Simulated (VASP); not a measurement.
# Au (Pm-3m) in VASP: notebook, part 3 of 3

VASP 6.6.1.

## (6) Relaxation of cell and atoms, BLYP

INCAR

```
PREC = Accurate ; ENCUT = 600
EDIFF = 1E-6 ; ISMEAR = -1
SIGMA = 0.05 ; LREAL = False
LASPH = True ; NELM = 80
ALGO = Fast ; ISIF = 3
LWAVE = False ; LCHARG = False
GGA = B5 ; ALDAX = 1.0
AGGAX = 1.0 ; AGGAC = 1.0
ALDAC = 0.0 ; IBRION = 2
NSW = 60 ; EDIFFG = -0.01
```

KPOINTS

```
Automatic mesh
0
Gamma
  10 10 10
```

POSCAR

```
Au
1.0
    2.7484100000      0.0000000000      0.0000000000
    0.0000000000      2.7484100000      0.0000000000
    0.0000000000      0.0000000000      2.7484100000
Au
1
Direct
    0.5000000000      0.5000000000      0.5000000000
```

Potentials or basis: VASP PAW PBE potentials, release 64 (Au).

Started as:

```
> cat potpaw_PBE.64/Au/POTCAR > POTCAR
> mpirun -np 1 vasp_std > vasp.out
```

OUTCAR:

```text
PREC = Accurate
   ENCUT = 600
   EDIFF = 1E-6
   ISMEAR = -1
   LREAL = False
   LASPH = True
   NELM = 80
   ISIF = 3
   GGA = B5
   IBRION = 2
   NSW = 60
   EDIFFG = -0.01

 ion  position               nearest neighbor table
   1  0.500  0.500  0.500-

  LATTYP: Found a simple cubic cell.
 ALAT       =     2.7484100000

  Lattice vectors:

 A1 = (   2.7484100000,   0.0000000000,   0.0000000000)
 A2 = (   0.0000000000,   2.7484100000,   0.0000000000)
 A3 = (   0.0000000000,   0.0000000000,   2.7484100000)

Analysis of symmetry for initial positions (statically):
=====================================================================
 Subroutine PRICEL returns:
 Original cell was already a primitive cell.

 Routine SETGRP: Setting up the symmetry group for a
 simple cubic supercell.

 Subroutine GETGRP returns: Found 48 space group operations
[... 9 lines left out ...]

 Routine SETGRP: Setting up the symmetry group for a
 simple cubic supercell.

 Subroutine GETGRP returns: Found 48 space group operations
[... 11 lines left out ...]
                                     Primitive cell

  volume of cell :      20.7608

  direct lattice vectors                    reciprocal lattice vectors
     2.748410000  0.000000000  0.000000000     0.363846733  0.000000000  0.000000000
     0.000000000  2.748410000  0.000000000     0.000000000  0.363846733  0.000000000
     0.000000000  0.000000000  2.748410000     0.000000000  0.000000000  0.363846733

  length of vectors
     2.748410000  2.748410000  2.748410000     0.363846733  0.363846733  0.363846733

  position of ions in fractional coordinates (direct lattice)
     0.500000000  0.500000000  0.500000000

  ion indices of the primitive-cell ions
   primitive index   ion index
                 1           1

----------------------------------------------------------------------------------------

 KPOINTS: Automatic mesh

Automatic generation of k-mesh.
 Grid dimensions read from file:
[... 106 lines left out ...]

 number of electron      11.0000001 magnetization

 Free energy of the ion-electron system (eV)
  ---------------------------------------------------
  ext. energy  EPLUGINS =         0.00000000
  ---------------------------------------------------
  free energy    TOTEN  =        -2.38618696 eV

  energy without entropy =       -2.38300996  energy(sigma->0) =       -2.38459846

------------------------ aborting loop because EDIFF is reached ----------------------------------------

  FORCE on cell =-STRESS in cart. coord.  units (eV):
  Direction    XX          YY          ZZ          XY          YZ          ZX
  --------------------------------------------------------------------------------------
  -------------------------------------------------------------------------------------
  Total        1.0631539      1.0631539      1.0631539     -0.0000000      0.0000000     -0.0000000
  in kB       82.0468964     82.0468964     82.0468964     -0.0000000      0.0000000     -0.0000000
  external PRESSURE =      82.0468964 kB  Pullay stress =       0.0000000 kB
[... 22 lines left out ...]
--------------------------------------- Ionic step        2  -------------------------------------------

 number of electron      11.0000002 magnetization

 E-fermi :   4.9910     XC(G=0): -10.0063

 val. band max:        4.9884635531   @ k =   0.4000   0.2000   0.2000
 cond. band min:       5.1452169474   @ k =   0.4000   0.3000   0.1000
 fundamental gap:      0.1567533943
 Fermi energy:         4.9909993497

 k-point     1 :       0.0000    0.0000    0.0000
  band No.  band energies     occupation
      1      -1.5957      2.00000
      2       0.2415      2.00000
      3       0.2415      2.00000
      4       3.4832      2.00000
      5       3.4832      2.00000
      6       3.4832      2.00000
      7      17.9295      0.00000
      8      17.9295      0.00000
      9      17.9295      0.00000
[... 339 lines left out ...]
  FREE ENERGIE OF THE ION-ELECTRON SYSTEM (eV)
  ---------------------------------------------------
  free  energy   TOTEN  =        -2.4264692317 eV

  energy  without entropy=       -2.4225355479  energy(sigma->0) =       -2.42450239

[... ionic steps 4 to 11 ...]

--------------------------------------- Ionic step       12  -------------------------------------------

 number of electron      11.0000000 magnetization

------------------------ aborting loop because EDIFF is reached ----------------------------------------
[... 65 lines left out ...]
--------------------------------------- Ionic step       14  -------------------------------------------

 number of electron      11.0000000 magnetization

 Free energy of the ion-electron system (eV)
  ---------------------------------------------------
  ext. energy  EPLUGINS =         0.00000000
  ---------------------------------------------------
  free energy    TOTEN  =        -2.42646344 eV

  energy without entropy =       -2.42253238  energy(sigma->0) =       -2.42449791

 E-fermi :   5.8277     XC(G=0): -10.3755

 val. band max:        5.7621517751   @ k =   0.4000   0.3000   0.0000
 cond. band min:       5.8475006924   @ k =   0.4000   0.2000   0.2000
 fundamental gap:      0.0853489173
 Fermi energy:         5.8277388094

 k-point     1 :       0.0000    0.0000    0.0000
  band No.  band energies     occupation
      1      -1.2760      2.00000
      2       0.6691      2.00000
      3       0.6691      2.00000
      4       4.3224      2.00000
      5       4.3224      2.00000
      6       4.3224      2.00000
      7      19.1690      0.00000
      8      19.1690      0.00000
      9      19.1690      0.00000
[... 304 lines left out ...]
  FREE ENERGIE OF THE ION-ELECTRON SYSTEM (eV)
  ---------------------------------------------------
  free  energy   TOTEN  =        -2.4264634363 eV

  energy  without entropy=       -2.4225323847  energy(sigma->0) =       -2.42449791

 reached required accuracy - stopping structural energy minimisation
```

OSZICAR:

```text
N       E                     dE             d eps       ncg     rms          rms(c)
DAV:   1     0.514248827793E+02    0.51425E+02   -0.61734E+03  1024   0.121E+03
DAV:   2    -0.222544588637E+01   -0.53650E+02   -0.51232E+02  1048   0.208E+02
DAV:   3    -0.269992549148E+01   -0.47448E+00   -0.47413E+00  1173   0.218E+01
DAV:   4    -0.270174684800E+01   -0.18214E-02   -0.18212E-02  1143   0.141E+00
[... 75 lines left out ...]
RMM:   3    -0.242646103120E+01    0.70860E-07   -0.18002E-07   489   0.442E-03
  13 F= -.24264610E+01 E0= -.24244958E+01  d E =-.288048E-05
       N       E                     dE             d eps       ncg     rms          rms(c)
DAV:   1    -0.242647042704E+01   -0.93250E-05   -0.13901E-04  1022   0.129E-01    0.169E-02
RMM:   2    -0.242646361506E+01    0.68120E-05   -0.14568E-05  1003   0.390E-02    0.497E-03
RMM:   3    -0.242646343633E+01    0.17873E-06   -0.77576E-07   511   0.925E-03
  14 F= -.24264634E+01 E0= -.24244979E+01  d E =-.528561E-05
```

CONTCAR:

```text
Au
   1.00000000000000
     2.8221165608352199   -0.0000000000000000    0.0000000000000000
    -0.0000000000000000    2.8221165608352199    0.0000000000000000
    -0.0000000000000000   -0.0000000000000001    2.8221165608352199
  Au
     1
Direct
     0.5000000000000000    0.5000000000000000    0.5000000000000000

  0.00000000E+00  0.00000000E+00  0.00000000E+00
```

It used 69 s of CPU time on 1 thread of Intel Xeon 6975P-C (shared host).

What came out:

* Free energy: -2.4265 eV
* Relaxed volume: 22.48 Å³/atom
* Relaxed cell: a = 2.822 Å, b = 2.822 Å, c = 2.822 Å, α = 90.00°, β = 90.00°, γ = 90.00°
* Space group after relaxing (to 0.05 Å): Pm-3m (No. 221)
* Energy gained by relaxing: 40.3 meV/atom
* Ionic steps: 14
* Pressure after relaxing: 0.1 GPa

The path:
```tsv
step	energy change (eV)	largest force (eV/Å)	pressure (GPa)	volume (Å³)
1	0.0000	0.0000	8.20	20.76
2	-0.0149	0.0000	-4.60	24.12
3	-0.0403	0.0000	-0.16	22.50
4	-0.0403	0.0000	0.12	22.46
5	-0.0403	0.0000	0.12	22.46
6	-0.0403	0.0000	0.10	22.47
7	-0.0403	0.0000	0.10	22.47
8	-0.0403	0.0000	0.10	22.47
9	-0.0403	0.0000	0.11	22.47
10	-0.0403	0.0000	0.11	22.47
11	-0.0403	0.0000	0.10	22.47
12	-0.0403	0.0000	0.11	22.47
13	-0.0403	0.0000	0.08	22.47
14	-0.0403	0.0000	0.06	22.48
```

Final structure:
```
Au
1.0
     2.82212    0.00000    0.00000
     0.00000    2.82212    0.00000
     0.00000    0.00000    2.82212
Au
1
Cartesian
  1.4111 1.4111 1.4111
```

Caveat: the PAW data sets were made with another functional, which shifts forces and pressure a little; spin-orbit coupling is left out, which moves the levels of the heavy elements.

## (7) Overview

| task | level | spin | cell | k mesh | cutoff (eV) | gap on the mesh (eV) | pressure (GPa) | relaxed volume (Å³/atom) |
| --- | --- | --- | --- | --- | --- | --- | --- | --- |
| single point | r2SCAN | off | as given | 10 × 10 × 10 | 520 | none | -3.0 | - |
| single point | PBEsol | non-collinear, zero start, SOC | as given | 7 × 7 × 7 | 520 | - | -8.0 | - |
| relaxation of cell and atoms | RPBE | off | relaxed | 10 × 10 × 10 | 600 | none | 0.0 | 21.49 |
| relaxation of cell and atoms | revPBE | off | relaxed | 10 × 10 × 10 | 600 | none | 0.0 | 21.28 |
| relaxation of cell and atoms | BLYP | off | relaxed | 10 × 10 × 10 | 600 | none | 0.1 | 22.48 |

Alike in all rows: potentials or basis VASP PAW PBE potentials, release 64 (Au); smearing fermi-dirac 0.05 eV.

Caveats: the PAW data sets were made with another functional, which shifts forces and pressure a little; spin-orbit coupling is left out, which moves the levels of the heavy elements (some runs).

Absolute energies hang on the potentials; compare differences alone.
